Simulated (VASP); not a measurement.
# SnSe (Fm-3m) in VASP: further runs, part 2 of 3

VASP 6.6.1. The steps go on from the part before.

**3. Single point, LDA**

Input file INCAR:

```
SYSTEM = SnSe
ALGO = Normal
EDIFF = 1E-6
ENCUT = 500
GGA_COMPAT = .FALSE.
ISIF = 2
ISMEAR = 0
LASPH = .TRUE.
LCHARG = .TRUE.
LELF = .TRUE.
LREAL = .FALSE.
LVHAR = .TRUE.
LWAVE = .FALSE.
NBANDS = 17
NELM = 120
PREC = Accurate
SIGMA = 0.05
```

Input file KPOINTS:

```
k-points
0
G
  8 8 8
  0 0 0
```

Input file POSCAR:

```
SnSe
1.0
    0.0000000000      3.0099999632      3.0099999632
    3.0099999632      0.0000000000      3.0099999632
    3.0099999632      3.0099999632      0.0000000000
Sn Se
1 1
Direct
    0.0000000000      0.0000000000      0.0000000000
    0.5000000000      0.5000000000      0.5000000000
```

Potentials or basis: VASP PAW LDA potentials, release 64 (Sn_d, Se).

Run with:

```console
$ cat potpaw_LDA.64/Sn_d/POTCAR potpaw_LDA.64/Se/POTCAR > POTCAR
$ mpirun -np 1 vasp_std > vasp.out
```

It took 15 s on 1 thread of Intel Xeon Platinum 8259CL at 2.50GHz (Skylake/Cascade Lake), shared host; peak memory 0.16 GiB.

It converged, with:

```
Free energy            : -9.4749 eV
Pressure               : -3.3 GPa
Band gap on the k mesh : 0.63 eV
```

Levels at points of the mesh, in eV from the valence-band top:
```tsv
k point	band 7	band 8	band 9	band 10	band 11	band 12	band 13	band 14
(0.00, 0.00, 0.00)	-5.09	-2.07	-2.07	-2.07	4.32	4.32	4.32	5.96
(0.50, 0.00, 0.00)	-8.01	-1.81	-1.81	0.00	0.63	1.28	1.28	8.25
(0.50, 0.50, 0.00)	-6.01	-5.37	-3.53	-3.53	3.08	5.35	5.35	5.97
```

Caveat: the cell stands under tension; spin-orbit coupling is left out, which moves the levels of the heavy elements.

**4. Single point, PBEsol+D3(BJ)**

Input file INCAR:

```
SYSTEM = SnSe
PREC = Accurate ; ENCUT = 500
EDIFF = 1E-6 ; ISMEAR = 0
SIGMA = 0.05 ; LREAL = .FALSE.
LASPH = .TRUE. ; NELM = 120
ALGO = Normal ; ISIF = 2
LWAVE = .FALSE. ; LCHARG = .FALSE.
GGA = PS ; IVDW = 12
NBANDS = 17 ; GGA_COMPAT = .FALSE.
```

Input file KPOINTS:

```
regular mesh
0
G
  8 8 8
  0 0 0
```

POSCAR is that of step 3.

Potentials or basis: VASP PAW PBE potentials, release 64 (Sn_d, Se).

Run with:

```console
$ cat potpaw_PBE.64/Sn_d/POTCAR potpaw_PBE.64/Se/POTCAR > POTCAR
$ mpirun -np 1 vasp_std > vasp.out
```

OUTCAR:

```text
SYSTEM = SnSe
   PREC = Accurate
   ENCUT = 500
   EDIFF = 1E-6
   ISMEAR = 0
   LREAL = .FALSE.
   LASPH = .TRUE.
   NELM = 120
   ISIF = 2
   GGA = PS
   IVDW = 12
 IVDW          = 12

 ion  position               nearest neighbor table
   1  0.000  0.000  0.000-   2 3.01   2 3.01   2 3.01   2 3.01   2 3.01   2 3.01
   2  0.500  0.500  0.500-   1 3.01   1 3.01   1 3.01   1 3.01   1 3.01   1 3.01

  LATTYP: Found a face centered cubic cell.
 ALAT       =     6.0199999264

  Lattice vectors:

 A1 = (   0.0000000000,   3.0099999632,   3.0099999632)
 A2 = (   3.0099999632,   0.0000000000,   3.0099999632)
 A3 = (   3.0099999632,   3.0099999632,   0.0000000000)

Analysis of symmetry for initial positions (statically):
=====================================================================
 Subroutine PRICEL returns:
 Original cell was already a primitive cell.

 Routine SETGRP: Setting up the symmetry group for a
 face centered cubic supercell.

 Subroutine GETGRP returns: Found 48 space group operations
 (whereof 48 operations were pure point group operations)
 out of a pool of 48 trial point group operations.

The static configuration has the point symmetry O_h .

Analysis of symmetry for dynamics (positions and initial velocities):
=====================================================================
 Subroutine PRICEL returns:
 Original cell was already a primitive cell.

 Routine SETGRP: Setting up the symmetry group for a
 face centered cubic supercell.

 Subroutine GETGRP returns: Found 48 space group operations
 (whereof 48 operations were pure point group operations)
 out of a pool of 48 trial point group operations.

The dynamic configuration has the point symmetry O_h .

 Subroutine INISYM returns: Found 48 space group operations
 (whereof 48 operations are pure point group operations),
 and found     1 'primitive' translations

----------------------------------------------------------------------------------------

                                     Primitive cell

  volume of cell :      54.5418

  direct lattice vectors                    reciprocal lattice vectors
     0.000000000  3.009999963  3.009999963    -0.166112959  0.166112959  0.166112959
     3.009999963  0.000000000  3.009999963     0.166112959 -0.166112959  0.166112959
     3.009999963  3.009999963  0.000000000     0.166112959  0.166112959 -0.166112959

  length of vectors
     4.256782771  4.256782771  4.256782771     0.287716085  0.287716085  0.287716085

  position of ions in fractional coordinates (direct lattice)
     0.000000000  0.000000000  0.000000000
     0.500000000  0.500000000  0.500000000

  ion indices of the primitive-cell ions
   primitive index   ion index
                 1           1
                 2           2

----------------------------------------------------------------------------------------

 KPOINTS: regular mesh

Automatic generation of k-mesh.
 Grid dimensions read from file:
 generate k-points for:    8    8    8

 Generating k-lattice:

  Cartesian coordinates                     Fractional coordinates (reciprocal lattice)
    -0.020764120  0.020764120  0.020764120     0.125000000  0.000000000  0.000000000
     0.020764120 -0.020764120  0.020764120     0.000000000  0.125000000  0.000000000
     0.020764120  0.020764120 -0.020764120     0.000000000  0.000000000  0.125000000

  Length of vectors
     0.035964511  0.035964511  0.035964511

  Shift w.r.t. Gamma in fractional coordinates (k-lattice)
     0.000000000  0.000000000  0.000000000

 Subroutine IBZKPT returns following result:
 ===========================================

 Found     29 irreducible k-points:

 Following reciprocal coordinates:
            Coordinates               Weight
  0.000000  0.000000  0.000000      1.000000
  0.125000  0.000000  0.000000      8.000000
  0.250000  0.000000  0.000000      8.000000
  0.375000  0.000000  0.000000      8.000000
  0.500000  0.000000  0.000000      4.000000
  0.125000  0.125000  0.000000      6.000000
[... 16 lines left out ...]
  0.500000  0.250000  0.125000     48.000000
 -0.375000  0.250000  0.125000     24.000000
 [... further k-points ...]
   k-points           NKPTS =     29   k-points in BZ     NKDIM =     29   number of bands    NBANDS=     17
   number of dos      NEDOS =    301   number of ions     NIONS =      2
   total plane-waves  NPLWV =  32768
   dimension x,y,z NGX =    32 NGY =   32 NGZ =   32
   dimension x,y,z NGXF=    64 NGYF=   64 NGZF=   64
   ions per type =               1   1
   NGX,Y,Z   is equivalent  to a cutoff of  12.50, 12.50, 12.50 a.u.
   NGXF,Y,Z  is equivalent  to a cutoff of  24.99, 24.99, 24.99 a.u.
 SYSTEM =  SnSe
   PREC   = accura    normal or accurate (medium, high low for compatibility)
   ISTART =      0    job   : 0-new  1-cont  2-samecut
   ICHARG =      2    charge: 1-file 2-atom 10-const
   ISPIN  =      1    spin polarized calculation?
   LNONCOLLINEAR =      F non collinear calculations
   LSORBIT =      F    spin-orbit coupling
   LASPH  =      T    aspherical Exc in radial PAW
   ENCUT  =  500.0 eV  36.75 Ry    6.06 a.u.   7.76  7.76  7.76*2*pi/ulx,y,z
   NELM   =    120;   NELMIN=  2; NELMDL= -5     # of ELM steps
   EDIFF  = 0.1E-05   stopping-criterion for ELM
   LREAL  =      F    real-space projection
   EDIFFG = 0.1E-04   stopping-criterion for IOM
   NSW    =      0    number of steps for IOM
   IBRION =     -1    ionic relax: 0-MD 1-quasi-New 2-CG
   NFREE  =      0    steps in history (QN), initial steepest desc. (CG)
   ISIF   =      2    stress and relaxation
   ISYM   =      2    0-nonsym 1-usesym 2-fastsym
   POTIM  = 0.5000    time-step for ionic-motion
   TEBEG  =    0.0;   TEEND  =   0.0 temperature during run
   PSTRESS=    0.0 pullay stress
   NELECT =      20.0000    total number of electrons
   NUPDOWN=      -1.0000    fix difference up-down
   EMIN   =  10.00;   EMAX   =-10.00  energy-range for DOS
   EFERMI =   0.00;   METHOD = LEGACY
   ISMEAR =     0;   SIGMA  =   0.05  broadening in eV -4-tet -1-fermi 0-gaus
   EFERMI_NEDOS =   21; number of points for ismear=-14 and -15
   IALGO  =     38    algorithm
   IMIX   =      4    mixing-type and parameters
     AMIX     =   0.40;   BMIX     =  1.00
     AMIX_MAG =   1.60;   BMIX_MAG =  1.00
  volume/ion in A,a.u.               =      27.27       184.03
  Fermi-wavevector in a.u.,A,eV,Ry     =   1.171768  2.214321 18.681350  1.373041
  Thomas-Fermi vector in A             =   2.308207
   LORBIT       =      0    0 simple, 1 ext, 2 COOP (PROOUT), +10 PAW based schemes
   GGA     = PS    functional components
   LHFCALC =     F    Hartree Fock is set to
   AEXX    =    0.0000 exact exchange contribution
   IVDW    =    12    specifies the selected vdW correction
   LEPSILON=     F    determine dielectric tensor
   LRPA    =     F    only Hartree local field effects (RPA)
 non-spin polarized calculation
 Gauss-broadening in eV      SIGMA  =   0.05
  energy-cutoff  :      500.00
  volume of cell :       54.54
 maximum number of plane-waves:      1411
   NGX = 15   NGY = 15   NGZ = 15

 number of electron      20.0000005 magnetization

 Free energy of the ion-electron system (eV)
  ---------------------------------------------------
  ext. energy  EPLUGINS =         0.00000000
  ---------------------------------------------------
  free energy    TOTEN  =        -8.97381878 eV

  energy without entropy =       -8.97381878  energy(sigma->0) =       -8.97381878

 E-fermi :   5.6068     XC(G=0):  -9.7765

 val. band max:        5.3562991655   @ k =   0.5000   0.0000   0.0000
 cond. band min:       6.0071579571   @ k =   0.5000   0.0000   0.0000
 fundamental gap:      0.6508587917
 Fermi energy:         5.6068311728

 k-point     1 :       0.0000    0.0000    0.0000
  band No.  band energies     occupation
      1     -16.0437      2.00000
      2     -16.0437      2.00000
      3     -16.0437      2.00000
      4     -16.0431      2.00000
      5     -16.0431      2.00000
      6      -8.4367      2.00000
[... 9 lines left out ...]
     16      11.2453      0.00000
     17      13.4964      0.00000
[... 441 lines left out ...]
 k-point    24 :      -0.3750    0.2500    0.1250
  band No.  band energies     occupation
      1     -16.0568      2.00000
      2     -16.0465      2.00000
      3     -16.0386      2.00000
      4     -16.0347      2.00000
      5     -16.0294      2.00000
      6      -7.3489      2.00000
[... 9 lines left out ...]
     16      16.1515      0.00000
     17      16.2778      0.00000

 [... further k-points ...]

------------------------ aborting loop because EDIFF is reached ----------------------------------------

 Edisp (eV)   -0.65886

 E8    (eV) :    -0.4426

  FORCE on cell =-STRESS in cart. coord.  units (eV):
  Direction    XX          YY          ZZ          XY          YZ          ZX
  --------------------------------------------------------------------------------------
  -------------------------------------------------------------------------------------
  Total      -1.32035    -1.32035    -1.32035    -0.00000    -0.00000    -0.00000
  in kB     -38.78545   -38.78545   -38.78545    -0.00000    -0.00000    -0.00000
  external pressure =      -38.79 kB  Pullay stress =        0.00 kB

 VOLUME and BASIS-vectors are now :
 -----------------------------------------------------------------------------
  energy-cutoff  :      500.00
  volume of cell :       54.54
      direct lattice vectors                 reciprocal lattice vectors
     0.000000000  3.009999963  3.009999963    -0.166112959  0.166112959  0.166112959
     3.009999963  0.000000000  3.009999963     0.166112959 -0.166112959  0.166112959
     3.009999963  3.009999963  0.000000000     0.166112959  0.166112959 -0.166112959

 POSITION                                       TOTAL-FORCE (eV/Angst)
 -----------------------------------------------------------------------------------
      0.00000      0.00000      0.00000         0.000000      0.000000     -0.000000
      3.01000      3.01000      3.01000        -0.000000     -0.000000      0.000000
 -----------------------------------------------------------------------------------
    total drift:                                0.000000     -0.000000     -0.000000

  FREE ENERGIE OF THE ION-ELECTRON SYSTEM (eV)
  ---------------------------------------------------
  free  energy   TOTEN  =        -9.6326791964 eV

  energy  without entropy=       -9.6326791964  energy(sigma->0) =       -9.63267920
```

Run time: 19 s. Hardware: 1 thread of Intel Xeon Platinum 8259CL at 2.50GHz (Skylake/Cascade Lake), shared host; peak memory 0.19 GiB.

What came out:

| Quantity | Value |
| --- | --- |
| Free energy | -9.6327 eV |
| Pressure | -3.9 GPa |
| Band gap on the k mesh | 0.65 eV |
| Dispersion energy per atom | -0.329 eV |

Levels at points of the mesh, in eV from the valence-band top:
| k point | band 6 | band 7 | band 8 | band 9 | band 10 | band 11 | band 12 | band 13 | band 14 | band 15 |
| --- | --- | --- | --- | --- | --- | --- | --- | --- | --- | --- |
| (0.00, 0.00, 0.00) | -13.79 | -5.02 | -2.10 | -2.10 | -2.10 | 4.37 | 4.37 | 4.37 | 5.89 | 5.89 |
| (0.50, 0.00, 0.00) | -12.85 | -7.99 | -1.85 | -1.85 | 0.00 | 0.65 | 1.30 | 1.30 | 8.21 | 10.13 |
| (0.50, 0.50, 0.00) | -12.57 | -5.95 | -5.42 | -3.56 | -3.56 | 3.01 | 5.41 | 5.41 | 6.02 | 10.54 |

Caveat: the cell stands under tension; the PAW data sets were made with another functional, which shifts forces and pressure a little; spin-orbit coupling is left out, which moves the levels of the heavy elements. A k mesh can miss the band edges.

[end of part 2 of 3]
